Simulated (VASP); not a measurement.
A run of VASP 6.6.1:

File POSCAR:

```
W
1.0
    0.0000000000      2.0085248211      2.0085248211
    2.0085248211      0.0000000000      2.0085248211
    2.0085248211      2.0085248211      0.0000000000
W
1
Direct
    0.0000000000      0.0000000000      0.0000000000
```

The input INCAR.step1:

```
SYSTEM = W
ALGO     = Normal         ! electronic algorithm
EDIFF    = 1E-4           ! SCF threshold, eV
ENCUT    = 520            ! plane-wave cutoff, eV
GGA      = PE             ! functional
ISMEAR   = 0              ! smearing method
LASPH    = .TRUE.         ! aspherical terms in the spheres
LCHARG   = .FALSE.        ! write CHGCAR
LREAL    = .FALSE.        ! projectors in reciprocal space
LWAVE    = .TRUE.         ! write WAVECAR
NBANDS   = 13             ! bands
NELM     = 100            ! most SCF steps
PREC     = Accurate       ! precision mode
SIGMA    = 0.1            ! smearing width, eV
```

File INCAR.step2:

```
SYSTEM = W
ALGO     = Normal         ! electronic algorithm
EDIFF    = 1E-6           ! SCF threshold, eV
ENCUT    = 520            ! plane-wave cutoff, eV
ISIF     = 2              ! what is computed and relaxed
ISMEAR   = 0              ! smearing method
ISTART   = 1            
LASPH    = .TRUE.         ! aspherical terms in the spheres
LCHARG   = .TRUE.         ! write CHGCAR
LELF     = .TRUE.         ! ELF
LMIXTAU  = .TRUE.       
LREAL    = .FALSE.        ! projectors in reciprocal space
LVHAR    = .TRUE.       
LWAVE    = .FALSE.        ! write WAVECAR
METAGGA  = R2SCAN         ! meta-GGA
NBANDS   = 13             ! bands
NELM     = 100            ! most SCF steps
PREC     = Accurate       ! precision mode
SIGMA    = 0.1            ! smearing width, eV
```

KPOINTS

```
k-points
0
G
  14 14 14
  0 0 0
```

Potentials or basis: VASP PAW PBE potentials, release 64 (W_sv).

The run is started by

```bash
$ cat potpaw_PBE.64/W_sv/POTCAR > POTCAR
$ cp INCAR.step1 INCAR
$ mpirun -np 1 vasp_std > vasp.out
$ cp INCAR.step2 INCAR
$ mpirun -np 1 vasp_std > vasp.out
```

Hardware: 1 thread of AMD EPYC 7R43 64-Core Processor (Zen 3), on a shared host.

Task: Estimate the wall time of this run.

Result: It took 2.4 min on 1 thread of AMD EPYC 7R43 64-Core Processor (Zen 3), with other jobs on the host, peak memory 0.13 GiB. Counts: k points 104.
